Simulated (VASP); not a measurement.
Set up this calculation in VASP 6.6.1, as the native input.

- Task: single point
- Functional: r2SCAN
- Potentials or basis: VASP PAW PBE potentials, release 64 (Zr_sv, B)
- Cutoff: 520 eV
- k mesh: 12 × 12 × 12
- Occupations: gaussian, width 0.05 eV
- Spin: no spin polarisation
- Dipole correction: no
- Further INCAR settings: ALGO = Normal; EDIFF = 1e-06; NBANDS = 14

Crystal: ZrB.

```xyz
2
Lattice="0.0000 2.4579 2.4579 2.4579 0.0000 2.4579 2.4579 2.4579 0.0000" Properties=species:S:1:pos:R:3 pbc="T T T"
Zr    2.4579    2.4579    2.4579
B     0.0000    0.0000    0.0000
```

These files were run (other wordings do the same):

POSCAR

```
ZrB
1.0
    0.0000000000      2.4579210728      2.4579210728
    2.4579210728      0.0000000000      2.4579210728
    2.4579210728      2.4579210728      0.0000000000
Zr B
1 1
Direct
    0.5000000000      0.5000000000      0.5000000000
    0.0000000000      0.0000000000      0.0000000000
```

INCAR.step1

```
SYSTEM = ZrB
PREC     = Accurate       ! precision mode
ENCUT    = 520            ! plane-wave cutoff, eV
ISMEAR   = 0              ! smearing method
SIGMA    = 0.05           ! smearing width, eV
LREAL    = .False.        ! projectors in reciprocal space
LASPH    = .True.         ! aspherical terms in the spheres
NELM     = 100            ! most SCF steps
NBANDS   = 14             ! bands
GGA      = PE             ! functional
ALGO     = Normal         ! electronic algorithm
EDIFF    = 1E-4           ! SCF threshold, eV
LWAVE    = .True.         ! write WAVECAR
LCHARG   = .False.        ! write CHGCAR
```

INCAR.step2

```
SYSTEM = ZrB
PREC     = Accurate       ! precision mode
ENCUT    = 520            ! plane-wave cutoff, eV
EDIFF    = 1E-6           ! SCF threshold, eV
ISMEAR   = 0              ! smearing method
SIGMA    = 0.05           ! smearing width, eV
LREAL    = .False.        ! projectors in reciprocal space
LASPH    = .True.         ! aspherical terms in the spheres
NELM     = 100            ! most SCF steps
ALGO     = Normal         ! electronic algorithm
ISIF     = 2              ! what is computed and relaxed
LWAVE    = .False.        ! write WAVECAR
LCHARG   = .True.         ! write CHGCAR
METAGGA  = R2SCAN         ! meta-GGA
LMIXTAU  = .True.       
LELF     = .True.         ! ELF
LVHAR    = .True.       
NBANDS   = 14             ! bands
ISTART   = 1
```

KPOINTS

```
Automatic mesh
0
Gamma
  12 12 12
  0 0 0
```

Potentials or basis: VASP PAW PBE potentials, release 64 (Zr_sv, B).

The run is started by

```bash
$ cat potpaw_PBE.64/Zr_sv/POTCAR potpaw_PBE.64/B/POTCAR > POTCAR
$ cp INCAR.step1 INCAR
$ mpirun -np 1 vasp_std > vasp.out
$ cp INCAR.step2 INCAR
$ mpirun -np 1 vasp_std > vasp.out
```

It gave:

| Property | Result |
| --- | --- |
| Pressure | -0.4 GPa |
| Band gap on the k mesh | zero (an odd number of electrons rules out a gap without spin polarisation) |

Caveat: the PAW data sets were made with another functional, which shifts forces and pressure a little.

Run time: 3.9 min on 1 thread of Intel Xeon 8259CL, on a shared host, peak memory 0.18 GiB.
